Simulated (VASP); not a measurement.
# MgZn2S3 (P31m) in VASP: further runs

MgZn2S3 is run at these levels: PBE; tasks: relaxation of cell and atoms, single point.

Program: VASP 6.6.1. These are calculated values, not measurements. Logs are shortened: lines on timing, memory, paths and dates and some standing lists are left out, and cuts for length are marked.

### Step 1. The cell of the first run

The structure is trigonal, space group P31m (No. 157). Conventional cell: a = 6.649 Å, b = 6.649 Å, c = 6.120 Å, α = 90.00°, β = 90.00°, γ = 120.00°. Mg (site symmetry 3) has 4 S at 2.33 to 2.35 Å within 3.1 Å. Within 3.1 Å of Zn (site symmetry m) lie 4 S at 2.33 to 2.35 Å. Within 3.1 Å of Zn (site symmetry 3m) lie 4 S at 2.33 to 2.35 Å. Within 3.1 Å of S (site symmetry 3m) lie 4 Zn at 2.33 to 2.35 Å. Within 3.1 Å of S (site symmetry 3) lie 3 Zn at 2.33 Å and 1 Mg at 2.35 Å. Within 3.1 Å of S (site symmetry m) lie 2 Mg at 2.33 Å and 2 Zn at 2.33 to 2.35 Å.

### Step 2. Relaxation of cell and atoms, PBE

INCAR

```
SYSTEM = MgZn2S3
ALGO = Normal
EDIFF = 1E-6
EDIFFG = -0.04
ENCUT = 600
GGA = PE
IBRION = 2
ISIF = 3
ISMEAR = 0
LASPH = .TRUE.
LCHARG = .FALSE.
LREAL = .FALSE.
LWAVE = .FALSE.
NELM = 100
NSW = 90
PREC = Accurate
SIGMA = 0.1
```

KPOINTS

```
k-points
0
G
  3 3 4
  0 0 0
```

POSCAR

```
MgZn2S3
1.0
    6.6486577500      0.0000000000      0.0000000000
   -3.3243288700      5.7579065100      0.0000000000
    0.0000000000      0.0000000000      6.1197879900
Mg Zn S
2 4 6
Direct
    0.6666666700      0.3333333300      0.9957548400
    0.3333333300      0.6666666700      0.9957548400
    0.3333333300      0.0000000000      0.4957548400
    0.0000000000      0.3333333300      0.4957548400
    0.6666666700      0.6666666700      0.4957548400
    0.0000000000      0.0000000000      0.9957548400
    0.0000000000      0.0000000000      0.3792441500
    0.6666666700      0.3333333300      0.3792441500
    0.3333333300      0.6666666700      0.3792441500
    0.3333333300      0.0000000000      0.8792441500
    0.0000000000      0.3333333300      0.8792441500
    0.6666666700      0.6666666700      0.8792441500
```

Potentials or basis: VASP PAW PBE potentials, release 64 (Mg, Zn, S).

Run with:

```console
$ cat potpaw_PBE.64/Mg/POTCAR potpaw_PBE.64/Zn/POTCAR potpaw_PBE.64/S/POTCAR > POTCAR
$ mpirun -np 1 vasp_std > vasp.out
```

OUTCAR:

```text
SYSTEM = MgZn2S3
   EDIFF = 1E-6
   EDIFFG = -0.04
   ENCUT = 600
   GGA = PE
   IBRION = 2
   ISIF = 3
   ISMEAR = 0
   LASPH = .TRUE.
   LREAL = .FALSE.
   NELM = 100
   NSW = 90
   PREC = Accurate

 ion  position               nearest neighbor table
   1  0.667  0.333  0.996-  11 2.33  10 2.33  12 2.33   8 2.35
   2  0.333  0.667  0.996-  10 2.33  11 2.33  12 2.33   9 2.35
   3  0.333  0.000  0.496-   9 2.33   7 2.33   8 2.33  10 2.35
   4  0.000  0.333  0.496-   7 2.33   8 2.33   9 2.33  11 2.35
   5  0.667  0.667  0.496-   7 2.33   8 2.33   9 2.33  12 2.35
   6  0.000  0.000  0.996-  11 2.33  10 2.33  12 2.33   7 2.35
   7  0.000  0.000  0.379-   4 2.33   3 2.33   5 2.33   6 2.35
   8  0.667  0.333  0.379-   4 2.33   3 2.33   5 2.33   1 2.35
   9  0.333  0.667  0.379-   3 2.33   4 2.33   5 2.33   2 2.35
  10  0.333  0.000  0.879-   2 2.33   6 2.33   1 2.33   3 2.35
  11  0.000  0.333  0.879-   6 2.33   1 2.33   2 2.33   4 2.35
  12  0.667  0.667  0.879-   6 2.33   1 2.33   2 2.33   5 2.35

  LATTYP: Found a hexagonal cell.
 ALAT       =     6.6486577500
 C/A-ratio  =     0.9204546572

  Lattice vectors:

 A1 = (   6.6486577500,   0.0000000000,   0.0000000000)
 A2 = (  -3.3243288700,   5.7579065100,   0.0000000000)
 A3 = (   0.0000000000,   0.0000000000,   6.1197879900)

Analysis of symmetry for initial positions (statically):
=====================================================================
 Subroutine PRICEL returns:
 Original cell was already a primitive cell.

 Routine SETGRP: Setting up the symmetry group for a
 hexagonal supercell.

 Subroutine GETGRP returns: Found  6 space group operations
 (whereof  6 operations were pure point group operations)
 out of a pool of 24 trial point group operations.

The static configuration has the point symmetry C_3v.

Analysis of symmetry for dynamics (positions and initial velocities):
=====================================================================
 Subroutine PRICEL returns:
 Original cell was already a primitive cell.

 Routine SETGRP: Setting up the symmetry group for a
 hexagonal supercell.

 Subroutine GETGRP returns: Found  6 space group operations
 (whereof  6 operations were pure point group operations)
 out of a pool of 24 trial point group operations.

The dynamic configuration has the point symmetry C_3v.

 Subroutine INISYM returns: Found  6 space group operations
 (whereof  6 operations are pure point group operations),
 and found     1 'primitive' translations

----------------------------------------------------------------------------------------

                                     Primitive cell

  volume of cell :     234.2799

  direct lattice vectors                    reciprocal lattice vectors
     6.648657750  0.000000000  0.000000000     0.150406298  0.086837117  0.000000000
    -3.324328870  5.757906510  0.000000000     0.000000000  0.173674234  0.000000000
     0.000000000  0.000000000  6.119787990     0.000000000  0.000000000  0.163404353

  length of vectors
     6.648657750  6.648657745  6.119787990     0.173674233  0.173674234  0.163404353

  position of ions in fractional coordinates (direct lattice)
     0.666666670  0.333333330  0.995754840
     0.333333330  0.666666670  0.995754840
     0.333333330  0.000000000  0.495754840
     0.000000000  0.333333330  0.495754840
     0.666666670  0.666666670  0.495754840
     0.000000000  0.000000000  0.995754840
     0.000000000  0.000000000  0.379244150
     0.666666670  0.333333330  0.379244150
     0.333333330  0.666666670  0.379244150
     0.333333330  0.000000000  0.879244150
     0.000000000  0.333333330  0.879244150
     0.666666670  0.666666670  0.879244150

  ion indices of the primitive-cell ions
   primitive index   ion index
                 1           1
                 2           2
                 3           3
                 4           4
                 5           5
                 6           6
                 7           7
                 8           8
                 9           9
                10          10
                11          11
                12          12

----------------------------------------------------------------------------------------

 KPOINTS: k-points

Automatic generation of k-mesh.
 Grid dimensions read from file:
 generate k-points for:    3    3    4

 Generating k-lattice:

  Cartesian coordinates                     Fractional coordinates (reciprocal lattice)
     0.050135433  0.028945706  0.000000000     0.333333333  0.000000000  0.000000000
     0.000000000  0.057891411  0.000000000     0.000000000  0.333333333  0.000000000
     0.000000000  0.000000000  0.040851088     0.000000000  0.000000000  0.250000000

  Length of vectors
     0.057891411  0.057891411  0.040851088

  Shift w.r.t. Gamma in fractional coordinates (k-lattice)
     0.000000000  0.000000000  0.000000000

 Subroutine IBZKPT returns following result:
 ===========================================

 Found     10 irreducible k-points:

 Following reciprocal coordinates:
            Coordinates               Weight
  0.000000  0.000000  0.000000      1.000000
  0.333333  0.000000  0.000000      6.000000
  0.333333  0.333333  0.000000      2.000000
  0.000000  0.000000  0.250000      2.000000
  0.333333  0.000000  0.250000     12.000000
  0.333333  0.333333  0.250000      2.000000
 -0.333333 -0.333333  0.250000      2.000000
  0.000000  0.000000  0.500000      1.000000
  0.333333  0.000000  0.500000      6.000000
  0.333333  0.333333  0.500000      2.000000
   k-points           NKPTS =     10   k-points in BZ     NKDIM =     10   number of bands    NBANDS=     52
   number of dos      NEDOS =    301   number of ions     NIONS =     12
   total plane-waves  NPLWV = 145800
   dimension x,y,z NGX =    54 NGY =   54 NGZ =   50
   dimension x,y,z NGXF=   108 NGYF=  108 NGZF=  100
   ions per type =               2   4   6
   NGX,Y,Z   is equivalent  to a cutoff of  13.50, 13.50, 13.58 a.u.
   NGXF,Y,Z  is equivalent  to a cutoff of  27.00, 27.00, 27.17 a.u.
 SYSTEM =  MgZn2S3
   PREC   = accura    normal or accurate (medium, high low for compatibility)
   ISTART =      0    job   : 0-new  1-cont  2-samecut
   ICHARG =      2    charge: 1-file 2-atom 10-const
   ISPIN  =      1    spin polarized calculation?
   LNONCOLLINEAR =      F non collinear calculations
   LSORBIT =      F    spin-orbit coupling
   LASPH  =      T    aspherical Exc in radial PAW
   ENCUT  =  600.0 eV  44.10 Ry    6.64 a.u.  13.28 13.28 12.22*2*pi/ulx,y,z
   NELM   =    100;   NELMIN=  2; NELMDL= -5     # of ELM steps
   EDIFF  = 0.1E-05   stopping-criterion for ELM
   LREAL  =      F    real-space projection
   EDIFFG = -.4E-01   stopping-criterion for IOM
   NSW    =     90    number of steps for IOM
   IBRION =      2    ionic relax: 0-MD 1-quasi-New 2-CG
   NFREE  =      1    steps in history (QN), initial steepest desc. (CG)
   ISIF   =      3    stress and relaxation
   ISYM   =      2    0-nonsym 1-usesym 2-fastsym
   POTIM  = 0.5000    time-step for ionic-motion
   TEBEG  =    0.0;   TEEND  =   0.0 temperature during run
   PSTRESS=    0.0 pullay stress
   NELECT =      88.0000    total number of electrons
   NUPDOWN=      -1.0000    fix difference up-down
   EMIN   =  10.00;   EMAX   =-10.00  energy-range for DOS
   EFERMI =   0.00;   METHOD = LEGACY
   ISMEAR =     0;   SIGMA  =   0.10  broadening in eV -4-tet -1-fermi 0-gaus
   EFERMI_NEDOS =   21; number of points for ismear=-14 and -15
   IALGO  =     38    algorithm
   IMIX   =      4    mixing-type and parameters
     AMIX     =   0.40;   BMIX     =  1.00
     AMIX_MAG =   1.60;   BMIX_MAG =  1.00
  volume/ion in A,a.u.               =      19.52       131.75
  Fermi-wavevector in a.u.,A,eV,Ry     =   1.181202  2.232148 18.983358  1.395237
  Thomas-Fermi vector in A             =   2.317480
   LORBIT       =      0    0 simple, 1 ext, 2 COOP (PROOUT), +10 PAW based schemes
   GGA     = PE    functional components
   LHFCALC =     F    Hartree Fock is set to
   AEXX    =    0.0000 exact exchange contribution
   IVDW    =     0    specifies the selected vdW correction
   LEPSILON=     F    determine dielectric tensor
   LRPA    =     F    only Hartree local field effects (RPA)
 conjugate gradient relaxation of ions
 non-spin polarized calculation
 Gauss-broadening in eV      SIGMA  =   0.10
  energy-cutoff  :      600.00
  volume of cell :      234.28
 maximum number of plane-waves:      7848
 NGX is ok and might be reduce to    54
   NGX = 27   NGY = 27   NGZ = 25

--------------------------------------- Ionic step        1  -------------------------------------------

 number of electron      87.9999990 magnetization

 Free energy of the ion-electron system (eV)
  ---------------------------------------------------
  ext. energy  EPLUGINS =         0.00000000
  ---------------------------------------------------
  free energy    TOTEN  =       -43.73304010 eV

  energy without entropy =      -43.73304010  energy(sigma->0) =      -43.73304010

------------------------ aborting loop because EDIFF is reached ----------------------------------------

  FORCE on cell =-STRESS in cart. coord.  units (eV):
  Direction    XX          YY          ZZ          XY          YZ          ZX
  --------------------------------------------------------------------------------------
  -------------------------------------------------------------------------------------
  Total        8.6609704      8.6609704      9.8673367      0.0000000     -0.0000000      0.0000000
  in kB       59.2300601     59.2300601     67.4800763      0.0000001     -0.0000000      0.0000000
  external PRESSURE =      61.9800655 kB  Pullay stress =       0.0000000 kB
[... 307 lines left out ...]
  energy  without entropy=      -44.2384282174  energy(sigma->0) =      -44.23842822

--------------------------------------- Ionic step        8  -------------------------------------------

 number of electron      87.9999994 magnetization

 Free energy of the ion-electron system (eV)
  ---------------------------------------------------
  ext. energy  EPLUGINS =         0.00000000
  ---------------------------------------------------
  free energy    TOTEN  =       -44.23986842 eV

  energy without entropy =      -44.23986842  energy(sigma->0) =      -44.23986842

 E-fermi :   2.0096     XC(G=0):  -9.0658

 val. band max:        1.5660868273   @ k =   0.0000   0.0000   0.0000
 cond. band min:       3.8911578916   @ k =   0.0000   0.0000   0.0000
 fundamental gap:      2.3250710643
 Fermi energy:         2.0096303540

 k-point     1 :       0.0000    0.0000    0.0000
  band No.  band energies     occupation
      1     -10.8372      2.00000
      2      -9.9933      2.00000
      3      -9.9357      2.00000
      4      -9.8378      2.00000
      5      -9.7502      2.00000
      6      -9.7502      2.00000
[... 578 lines left out ...]
  FREE ENERGIE OF THE ION-ELECTRON SYSTEM (eV)
  ---------------------------------------------------
  free  energy   TOTEN  =       -44.2398684163 eV

  energy  without entropy=      -44.2398684163  energy(sigma->0) =      -44.23986842

 reached required accuracy - stopping structural energy minimisation
```

Run time: 9.7 min. Hardware: 1 thread of Intel Xeon 6975P-C (Granite Rapids), shared host; peak memory 0.47 GiB.

Results:

```yaml
Free_energy: -44.2399 eV
Relaxed_volume: 21.22 Å³/atom
Relaxed_cell: a = 6.793 Å, b = 6.793 Å, c = 6.372 Å, α = 90.00°, β = 90.00°, γ = 120.00°
Space_group_after_relaxing_to_0.05_Å: P31m (No. 157)
Energy_gained_by_relaxing: 42.2 meV/atom
Ionic_steps: 8
Pressure_after_relaxing: -0.2 GPa
Largest_force_after_relaxing: 0.029 eV/Å
Band_gap_on_the_k_mesh: 2.33 eV, direct
```

Forces in eV/Å, atoms in the order of the input:
```
Mg   0.000  0.000  0.016
Mg   0.000  0.000  0.016
Zn  -0.022  0.000 -0.001
Zn   0.011 -0.019 -0.001
Zn   0.011  0.019 -0.001
Zn   0.000  0.000 -0.009
S    0.000  0.000  0.011
S    0.000  0.000 -0.028
S    0.000  0.000 -0.028
S    0.028  0.000  0.008
S   -0.014  0.024  0.008
S   -0.014 -0.024  0.008
```

Stress tensor (GPa, compression positive):
```
-0.26  0.00  0.00
 0.00 -0.26  0.00
 0.00  0.00 -0.02
```

Step by step:
```csv
step,energy change (eV),largest force (eV/Å),pressure (GPa),volume (Å³)
1,0.0000,0.8929,6.20,234.28
2,-0.4294,0.3499,-1.62,260.83
3,-0.4491,0.4344,-0.42,255.78
4,-0.4836,0.2433,-0.21,254.80
5,-0.5005,0.1627,0.14,253.42
6,-0.5005,0.1603,0.14,253.48
7,-0.5054,0.0712,-0.02,254.12
8,-0.5068,0.0290,-0.18,254.66
```

Final structure:
```
CELL_PARAMETERS angstrom
6.79334 0.00000 0.00000
-3.39667 5.88321 0.00000
0.00000 0.00000 6.37193
ATOMIC_POSITIONS crystal
Mg 0.66667 0.33333 0.99717
Mg 0.33333 0.66667 0.99717
Zn 0.33072 0.00000 0.50008
Zn 0.00000 0.33072 0.50008
Zn 0.66928 0.66928 0.50008
Zn 0.00000 0.00000 0.00042
S 0.00000 0.00000 0.37236
S 0.66667 0.33333 0.38572
S 0.33333 0.66667 0.38572
S 0.32273 0.00000 0.87040
S 0.00000 0.32273 0.87040
S 0.67727 0.67727 0.87040
```

### Step 3. Single point, PBE

INCAR

```
SYSTEM = MgZn2S3
ALGO = Normal
EDIFF = 1E-7
ENCUT = 520
GGA = PE
ISIF = 2
ISMEAR = 0
LASPH = .True.
LCHARG = .False.
LREAL = .False.
LWAVE = .False.
NBANDS = 56
NELM = 60
PREC = Accurate
SIGMA = 0.1
```

KPOINTS

```
k-points
0
Gamma
  3 3 4
  0 0 0
```

POSCAR is that of step 2.

Potentials or basis: VASP PAW PBE potentials, release 64 (Mg, Zn, S).

Run with:

```console
$ cat potpaw_PBE.64/Mg/POTCAR potpaw_PBE.64/Zn/POTCAR potpaw_PBE.64/S/POTCAR > POTCAR
$ mpirun -np 1 vasp_std > vasp.out
```

Run time: 3.3 min. Hardware: 1 thread of Intel Xeon 6975P-C, shared host; peak memory 0.4 GiB.

The run converged. Its results:

```yaml
Free_energy: -43.7321 eV
Pressure: 6.2 GPa
Largest_force: 0.892 eV/Å
Band_gap_on_the_k_mesh: 2.63 eV, direct
```

Forces in eV/Å, atoms in the order of the input:
```
Mg   0.000  0.000 -0.035
Mg   0.000  0.000 -0.035
Zn  -0.024  0.000  0.196
Zn   0.012 -0.020  0.196
Zn   0.012  0.020  0.196
Zn   0.000  0.000  0.035
S    0.000  0.000 -0.131
S    0.000  0.000  0.548
S    0.000  0.000  0.548
S   -0.735  0.000 -0.506
S    0.368 -0.637 -0.506
S    0.368  0.637 -0.506
```

Stress tensor (GPa, compression positive):
```
5.95 0.00 0.00
0.00 5.95 0.00
0.00 0.00 6.78
```

Levels at points of the mesh, in eV from the valence-band top:
```
           k point  band 41  band 42  band 43  band 44  band 45  band 46  band 47  band 48
(0.00, 0.00, 0.00)    -0.93    -0.08    -0.08     0.00     2.63     3.76     4.46     4.46
(0.00, 0.00, 0.50)    -0.68    -0.68    -0.35    -0.35     3.62     4.38     4.68     4.68
```

### Step 4. Single point, PBE

This run uses another cell than the first one, of 21.15 Å³/atom, 1.083 times its volume.

INCAR

```
PREC     = Accurate       # precision mode
ENCUT    = 520            # plane-wave cutoff, eV
EDIFF    = 1E-6           # SCF threshold, eV
ISMEAR   = 0              # smearing method
SIGMA    = 0.1            # smearing width, eV
LREAL    = F              # projectors in reciprocal space
LASPH    = T              # aspherical terms in the spheres
NELM     = 60             # most SCF steps
ALGO     = Normal         # electronic algorithm
ISIF     = 2              # what is computed and relaxed
LWAVE    = F              # write WAVECAR
LCHARG   = T              # write CHGCAR
GGA      = PE             # functional
LELF     = T              # ELF
LVHAR    = T            
NBANDS   = 56             # bands
```

KPOINTS

```
regular mesh
0
Gamma
  3 3 4
```

POSCAR

```
MgZn2S3
1.0
    6.7762916135     -0.0000000029      0.0000000000
   -3.3881458042      5.8684406822      0.0000000000
    0.0000000000      0.0000000000      6.3823094227
Mg Zn S
2 4 6
Direct
    0.6666666667      0.3333333333      0.9984923201
    0.3333333333      0.6666666667      0.9984923201
    0.3301365176      0.0000000000      0.5002122055
    0.0000000000      0.3301365176      0.5002122055
    0.6698634824      0.6698634824      0.5002122055
    0.0000000000      0.0000000000      0.9995767101
    0.0000000000      0.0000000000      0.3717471419
    0.6666666667      0.3333333333      0.3856300170
    0.3333333333      0.6666666667      0.3856300170
    0.3230989938      0.0000000000      0.8699295991
    0.0000000000      0.3230989938      0.8699295991
    0.6769010062      0.6769010062      0.8699295991
```

Run with:

```console
$ cat potpaw_PBE.64/Mg/POTCAR potpaw_PBE.64/Zn/POTCAR potpaw_PBE.64/S/POTCAR > POTCAR
$ mpirun -np 1 vasp_std > vasp.out
```

Run time: 3.2 min. Hardware: 1 thread of Intel Xeon 6975P-C, shared host; peak memory 0.4 GiB.

The run converged. Its results:

| Quantity | Value |
| --- | --- |
| Free energy | -44.2436 eV |
| Pressure | 0.0 GPa |
| Largest force | 0.023 eV/Å |
| Band gap on the k mesh | 2.34 eV, direct |

Forces on the atoms (eV/Å):
```
Mg   0.000  0.000 -0.004
Mg   0.000  0.000 -0.004
Zn  -0.002  0.000  0.007
Zn   0.001 -0.002  0.007
Zn   0.001  0.002  0.007
Zn   0.000  0.000  0.009
S    0.000  0.000 -0.011
S    0.000  0.000 -0.020
S    0.000  0.000 -0.020
S    0.022  0.000  0.009
S   -0.011  0.019  0.009
S   -0.011 -0.019  0.009
```

Levels at points of the mesh, in eV from the valence-band top:
```csv
k point,band 41,band 42,band 43,band 44,band 45,band 46,band 47,band 48
"(0.00, 0.00, 0.00)",-0.74,-0.04,0.00,0.00,2.34,3.76,4.51,4.51
"(0.00, 0.00, 0.50)",-0.51,-0.51,-0.24,-0.24,3.44,4.30,4.59,4.59
```

[end of part 1 of 2]
